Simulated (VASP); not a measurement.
Set up this calculation in VASP 6.6.1, as the native input.

```
Task                   : single point
Functional             : PBE
Potentials or basis    : VASP PAW PBE potentials, release 64 (Zr_sv, N)
Cutoff                 : 600 eV
k mesh                 : 18 × 18 × 18
Occupations            : gaussian, width 0.15 eV
Spin                   : collinear spin
Starting moments       : [0.2, 0.0] μB
Fixed moment           : 0.2 μB
Dipole correction      : no
Further INCAR settings : ALGO = Normal; EDIFF = 1e-06; NBANDS = 20
```

The structure of ZrN lies in POSCAR:

```
ZrN
1.0
    0.0000000000      2.2743205313      2.2743205313
    2.2743205313      0.0000000000      2.2743205313
    2.2743205313      2.2743205313      0.0000000000
Zr N
1 1
Direct
    0.0000000000      0.0000000000      0.0000000000
    0.5000000000      0.5000000000      0.5000000000
```

One way to write it, as run:

INCAR

```
PREC = Accurate ; ENCUT = 600
EDIFF = 1E-6 ; ISMEAR = 0
SIGMA = 0.15 ; LREAL = False
LASPH = True ; NELM = 200
ALGO = Normal ; ISIF = 2
LWAVE = False ; LCHARG = True
ISPIN = 2 ; MAGMOM = 0.2 0
LORBIT = 11 ; NUPDOWN = 0.2
LMAXMIX = 4 ; GGA = PE
LELF = True ; LVHAR = True
NBANDS = 20 ; GGA_COMPAT = False
```

KPOINTS

```
Automatic mesh
0
Gamma
  18 18 18
```

Potentials or basis: VASP PAW PBE potentials, release 64 (Zr_sv, N).

Launch:

```bash
$ cat potpaw_PBE.64/Zr_sv/POTCAR potpaw_PBE.64/N/POTCAR > POTCAR
$ mpirun -np 1 vasp_std > vasp.out
```

Results of the run:

```json
{"Pressure": "8.4 GPa", "Net moment": "0.20 μB per cell", "Site moments": "Zr +0.12; N +0.02 μB", "Valence electrons inside the program's atomic spheres": "Zr 9.91; N 3.72"}
```

Caveat: the cell stands under pressure; the total moment is fixed, so each spin has its own Fermi level and the state may be an excited one.

Wall time 8.9 min on 1 thread of Oxide Virtual Turin-like Processor (shared host), peak memory 0.27 GiB.
